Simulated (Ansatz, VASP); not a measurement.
# One calculation of AlN, two programs

```xyz
4
Lattice="3.2439 0.0000 0.0000 -1.6219 2.8093 0.0000 0.0000 0.0000 3.8767" Properties=species:S:1:pos:R:3 pbc="T T T"
Al    0.0000    1.8728    2.9075
Al    1.6219    0.9364    0.9692
N     0.0000    1.8728    0.9692
N     1.6219    0.9364    2.9075
```

Alike in both runs: task single point; functional PBEsol; k mesh 9 × 9 × 6; occupations gaussian, width 0.05 eV; no spin polarisation.

```csv
,VASP,Ansatz
version,VASP 6.6.1,Ansatz 0.2.0
potentials or method,"VASP PAW PBE potentials, release 64 (Al, N), cutoff 520 eV","scalar-relativistic, plane waves, PAW"
valence electrons in the cell,16,16
```

|  | VASP | Ansatz | Ansatz less VASP |
| --- | --- | --- | --- |
| gap on the k mesh at the Fermi level (eV) | 4.13 | 4.11 | -0.014 |
| least direct gap on the mesh (eV) | 4.13 | 4.11 | -0.014 |
| pressure (GPa) | 26.4 | 26.2 | -0.19 |
| traceless stress, the component that is largest in VASP (GPa) | 9.60 | 9.45 | -0.145 |

VASP's potentials were made for PBE, not for PBEsol, and Ansatz warns of the same on its side.
